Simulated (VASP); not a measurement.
# CdTe in VASP: single point with PBE

Aim: the single point of CdTe with PBE.

All numbers are computed with VASP 6.6.1; they aren't measurements. Logs are shortened: lines on timing, memory, paths and dates and some standing lists are left out, and cuts for length are marked.

### 1 The cell of the first run

The cell holds a slab with vacuum, 2 atoms: a = 4.678 Å, b = 6.616 Å, c = 16.000 Å, α = 90.00°, β = 90.00°, γ = 90.00°.

### 2 Single point, PBE

File INCAR:

```
SYSTEM = CdTe
PREC = Accurate
ENCUT = 520
EDIFF = 1E-6
ISMEAR = -1
SIGMA = 0.02
LREAL = .False.
LASPH = .True.
NELM = 100
ALGO = Normal
ISIF = 2
LWAVE = .False.
LCHARG = .False.
LDIPOL = .True.
IDIPOL = 3
DIPOL = 0.5 0.5 0.500
GGA = PE
NBANDS = 16
```

File KPOINTS:

```
regular mesh
0
Gamma
  6 4 1
  0 0 0
```

File POSCAR:

```
CdTe
1.0
    4.6780529409      0.0000000000      0.0000000000
    0.0000000000      6.6157659146      0.0000000000
    0.0000000000      0.0000000000     16.0000000000
Cd Te
1 1
Direct
    0.2500000000      0.1250000000      0.5000000000
    0.7500000000      0.8750000000      0.5000000000
```

Potentials or basis: VASP PAW PBE potentials, release 64 (Cd, Te).

On the command line:

```bash
cat potpaw_PBE.64/Cd/POTCAR potpaw_PBE.64/Te/POTCAR > POTCAR
mpirun -np 1 vasp_std > vasp.out
```

OUTCAR:

```text
SYSTEM = CdTe
   PREC = Accurate
   ENCUT = 520
   EDIFF = 1E-6
   ISMEAR = -1
   LREAL = .False.
   LASPH = .True.
   NELM = 100
   ISIF = 2
   GGA = PE

 ion  position               nearest neighbor table
   1  0.250  0.125  0.500-   2 2.86   2 2.86
   2  0.750  0.875  0.500-   1 2.86   1 2.86

  LATTYP: Found a simple orthorhombic cell.
 ALAT       =     4.6780529409
 B/A-ratio  =     1.4142135624
 C/A-ratio  =     3.4202263639

  Lattice vectors:

 A1 = (   4.6780529409,   0.0000000000,   0.0000000000)
 A2 = (   0.0000000000,   6.6157659146,   0.0000000000)
 A3 = (   0.0000000000,   0.0000000000,  16.0000000000)

Analysis of symmetry for initial positions (statically):
=====================================================================
 Subroutine PRICEL returns:
 Original cell was already a primitive cell.

 Routine SETGRP: Setting up the symmetry group for a
 simple orthorhombic supercell.

 Subroutine GETGRP returns: Found  4 space group operations
 (whereof  2 operations were pure point group operations)
 out of a pool of  8 trial point group operations.

The static configuration has the point symmetry C_1h.
 The point group associated with its full space group is C_2v.

Analysis of symmetry for dynamics (positions and initial velocities):
=====================================================================
 Subroutine PRICEL returns:
 Original cell was already a primitive cell.

 Routine SETGRP: Setting up the symmetry group for a
 simple orthorhombic supercell.

 Subroutine GETGRP returns: Found  4 space group operations
 (whereof  2 operations were pure point group operations)
 out of a pool of  8 trial point group operations.

The dynamic configuration has the point symmetry C_1h.
 The point group associated with its full space group is C_2v.

 Subroutine INISYM returns: Found  4 space group operations
 (whereof  2 operations are pure point group operations),
 and found     1 'primitive' translations

----------------------------------------------------------------------------------------

                                     Primitive cell

  volume of cell :     495.1825

  direct lattice vectors                    reciprocal lattice vectors
     4.678052941  0.000000000  0.000000000     0.213764148  0.000000000  0.000000000
     0.000000000  6.615765915  0.000000000     0.000000000  0.151154078  0.000000000
     0.000000000  0.000000000 16.000000000     0.000000000  0.000000000  0.062500000
[... 76 lines left out ...]
   NFREE  =      0    steps in history (QN), initial steepest desc. (CG)
   ISIF   =      2    stress and relaxation
   ISYM   =      2    0-nonsym 1-usesym 2-fastsym
   POTIM  = 0.5000    time-step for ionic-motion
   TEBEG  =    0.0;   TEEND  =   0.0 temperature during run
   PSTRESS=    0.0 pullay stress
   NELECT =      18.0000    total number of electrons
   NUPDOWN=      -1.0000    fix difference up-down
   EMIN   =  10.00;   EMAX   =-10.00  energy-range for DOS
   EFERMI =   0.00;   METHOD = LEGACY
   ISMEAR =    -1;   SIGMA  =   0.02  broadening in eV -4-tet -1-fermi 0-gaus
   EFERMI_NEDOS =   21; number of points for ismear=-14 and -15
   IALGO  =     38    algorithm
   IMIX   =      4    mixing-type and parameters
     AMIX     =   0.40;   BMIX     =  1.00
     AMIX_MAG =   1.60;   BMIX_MAG =  1.00
  volume/ion in A,a.u.               =     247.59      1670.83
  Fermi-wavevector in a.u.,A,eV,Ry     =   0.542305  1.024809  4.001407  0.294095
  Thomas-Fermi vector in A             =   1.570275
   LORBIT       =      0    0 simple, 1 ext, 2 COOP (PROOUT), +10 PAW based schemes
   GGA     = PE    functional components
   LHFCALC =     F    Hartree Fock is set to
   AEXX    =    0.0000 exact exchange contribution
   IVDW    =     0    specifies the selected vdW correction
   LEPSILON=     F    determine dielectric tensor
   LRPA    =     F    only Hartree local field effects (RPA)
 non-spin polarized calculation
  energy-cutoff  :      520.00
  volume of cell :      495.18
 maximum number of plane-waves:     13386
 NGX is ok and might be reduce to    36
   NGX = 17   NGY = 25   NGZ = 59

 dipolmoment           0.000000      0.000000      0.000000 electrons x Angstroem

 number of electron      17.9999999 magnetization

 dipolmoment           0.000000      0.000000     -0.000000 electrons x Angstroem

 Free energy of the ion-electron system (eV)
  ---------------------------------------------------
  ext. energy  EPLUGINS =         0.00000000
  ---------------------------------------------------
  free energy    TOTEN  =        -3.19526778 eV

  energy without entropy =       -3.19526777  energy(sigma->0) =       -3.19526778

 E-fermi :  -3.7529     XC(G=0):  -2.0248

 val. band max:       -4.0888676829   @ k =   0.5000   0.5000   0.0000
 cond. band min:      -3.4379859616   @ k =   0.5000   0.5000   0.0000
 fundamental gap:      0.6508817213
 Fermi energy:        -3.7528849715

 k-point     1 :       0.0000    0.0000    0.0000
  band No.  band energies     occupation
      1     -13.9333      2.00000
      2     -12.3959      2.00000
      3     -12.3184      2.00000
      4     -12.3076      2.00000
      5     -12.2106      2.00000
      6     -12.0923      2.00000
[... 205 lines left out ...]
      3     -12.3023      2.00000
      4     -12.2358      2.00000
      5     -12.2340      2.00000
      6     -11.9134      2.00000
[... 8 lines left out ...]
     15       2.5059      0.00000
     16       2.5863      0.00000

------------------------ aborting loop because EDIFF is reached ----------------------------------------

 vacuum level on the upper side and lower side of the slab       (xc-potential included)        -0.006        -0.006

  FORCE on cell =-STRESS in cart. coord.  units (eV):
  Direction    XX          YY          ZZ          XY          YZ          ZX
  --------------------------------------------------------------------------------------
  -------------------------------------------------------------------------------------
  Total       -1.9431486     -2.4439411     -0.0037083      0.0000000      0.0000000      0.0000000
  in kB       -6.2871144     -7.9074431     -0.0119983      0.0000000      0.0000000      0.0000000
  external PRESSURE =      -4.7355186 kB  Pullay stress =       0.0000000 kB

 VOLUME and BASIS-vectors are now :
 -----------------------------------------------------------------------------
  energy-cutoff  :      520.00
  volume of cell :      495.18
      direct lattice vectors                 reciprocal lattice vectors
     4.678052941  0.000000000  0.000000000     0.213764148  0.000000000  0.000000000
     0.000000000  6.615765915  0.000000000     0.000000000  0.151154078  0.000000000
     0.000000000  0.000000000 16.000000000     0.000000000  0.000000000  0.062500000

 POSITION                                       TOTAL-FORCE (eV/Angst)
 -----------------------------------------------------------------------------------
      1.16951      0.82697      8.00000         0.000000     -1.314776      0.000000
      3.50854      5.78880      8.00000         0.000000      1.314776      0.000000
 -----------------------------------------------------------------------------------
    total drift:                                0.000000     -0.000077     -0.000000

  FREE ENERGIE OF THE ION-ELECTRON SYSTEM (eV)
  ---------------------------------------------------
  free  energy   TOTEN  =        -3.1952677804 eV

  energy  without entropy=       -3.1952677719  energy(sigma->0) =       -3.19526778

 vacuum level on the upper side and lower side of the slab         1.069         1.069
```

OSZICAR:

```text
N       E                     dE             d eps       ncg     rms          rms(c)
DAV:   1     0.135359178016E+03    0.13536E+03   -0.48384E+03   384   0.730E+02
DAV:   2     0.924745984523E+01   -0.12611E+03   -0.11481E+03   520   0.155E+02
DAV:   3    -0.372759295097E+01   -0.12975E+02   -0.12907E+02   416   0.685E+01
DAV:   4    -0.395171693389E+01   -0.22412E+00   -0.22405E+00   560   0.937E+00
DAV:   5    -0.395423530448E+01   -0.25184E-02   -0.25183E-02   520   0.775E-01    0.412E+00
DAV:   6    -0.326663691075E+01    0.68760E+00   -0.91225E-01   440   0.751E+00    0.327E+00
DAV:   7    -0.320004298466E+01    0.66594E-01   -0.21366E-01   464   0.253E+00    0.125E+00
DAV:   8    -0.319125126923E+01    0.87917E-02   -0.17357E-02   432   0.119E+00    0.484E-01
DAV:   9    -0.319130776016E+01   -0.56491E-04   -0.12575E-02   416   0.697E-01    0.232E-01
DAV:  10    -0.319200079436E+01   -0.69303E-03   -0.10128E-03   448   0.300E-01    0.947E-02
DAV:  11    -0.319399411715E+01   -0.19933E-02   -0.76791E-04   432   0.140E-01    0.357E-02
DAV:  12    -0.319458765456E+01   -0.59354E-03   -0.14927E-04   456   0.533E-02    0.254E-02
DAV:  13    -0.319504651368E+01   -0.45886E-03   -0.18098E-04   408   0.452E-02    0.146E-02
DAV:  14    -0.319513320159E+01   -0.86688E-04   -0.17049E-05   456   0.151E-02    0.101E-02
DAV:  15    -0.319524153189E+01   -0.10833E-03   -0.54358E-05   416   0.160E-02    0.658E-03
DAV:  16    -0.319524927576E+01   -0.77439E-05   -0.12556E-06   416   0.392E-03    0.424E-03
DAV:  17    -0.319526771901E+01   -0.18443E-04   -0.83830E-06   392   0.800E-03    0.291E-03
DAV:  18    -0.319526778040E+01   -0.61397E-07   -0.10536E-07   400   0.153E-03
   1 F= -.31952678E+01 E0= -.31952678E+01  d E =-.850560E-08
```

stdout:

```text
POSCAR found type information on POSCAR CdTe
 POSCAR found :  2 types and       2 ions
 scaLAPACK will be used
 LDA part: xc-table for (Slater+PW92), standard interpolation
 POSCAR, INCAR and KPOINTS ok, starting setup
 FFT: planning ... GRIDC
 FFT: planning ... GRID_SOFT
 FFT: planning ... GRID
 WAVECAR not read
 entering main loop
```

Run time: 2.7 min. Hardware: 1 thread of Intel Xeon Platinum 8259CL at 2.50GHz (Skylake/Cascade Lake), shared host; peak memory 0.55 GiB.

What came out:

```yaml
Free_energy: -3.1953 eV
Largest_force: 1.315 eV/Å
Band_gap_on_the_k_mesh: 0.65 eV
```

Forces in eV/Å, atoms in the order of the input:
```
Cd   0.000 -1.315  0.000
Te   0.000  1.315  0.000
```

Caveat: semilocal functionals underestimate gaps, and a narrow one can read as zero; spin-orbit coupling is left out, which moves the levels of the heavy elements.
